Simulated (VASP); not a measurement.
Wanted: the native input for a VASP 6.6.1 run.

```
Task                   : single point
Functional             : PBE
Potentials or basis    : VASP PAW PBE potentials, release 64 (Hf_pv, N)
Cutoff                 : 520 eV
k mesh                 : 15 × 15 × 15
Occupations            : fermi-dirac, width 0.08 eV
Spin                   : no spin polarisation
Dipole correction      : no
Further INCAR settings : ALGO = Normal; EDIFF = 1e-06; NBANDS = 14
```

The structure of HfN (zincblende type) lies in POSCAR:

```
HfN
1.0
    0.0000000000      2.3029663874      2.3029663874
    2.3029663874      0.0000000000      2.3029663874
    2.3029663874      2.3029663874      0.0000000000
Hf N
1 1
Direct
    0.0000000000      0.0000000000      0.0000000000
    0.2500000000      0.2500000000      0.2500000000
```

One way to write it, as run:

INCAR

```
SYSTEM = HfN
PREC = Accurate
ENCUT = 520
EDIFF = 1E-6
ISMEAR = -1
SIGMA = 0.08
LREAL = .FALSE.
LASPH = .TRUE.
NELM = 100
ALGO = Normal
ISIF = 2
LWAVE = .FALSE.
LCHARG = .TRUE.
GGA = PE
LELF = .TRUE.
LVHAR = .TRUE.
NBANDS = 14
```

KPOINTS

```
regular mesh
0
G
  15 15 15
  0 0 0
```

Potentials or basis: VASP PAW PBE potentials, release 64 (Hf_pv, N).

Run with:

```bash
$ cat potpaw_PBE.64/Hf_pv/POTCAR potpaw_PBE.64/N/POTCAR > POTCAR
$ mpirun -np 1 vasp_std > vasp.out
```

It gave:

* Pressure: 54.7 GPa

It took 11 s on 1 thread of Intel(R) Xeon(R) 6975P-C (Granite Rapids) (shared host), peak memory 0.17 GiB.
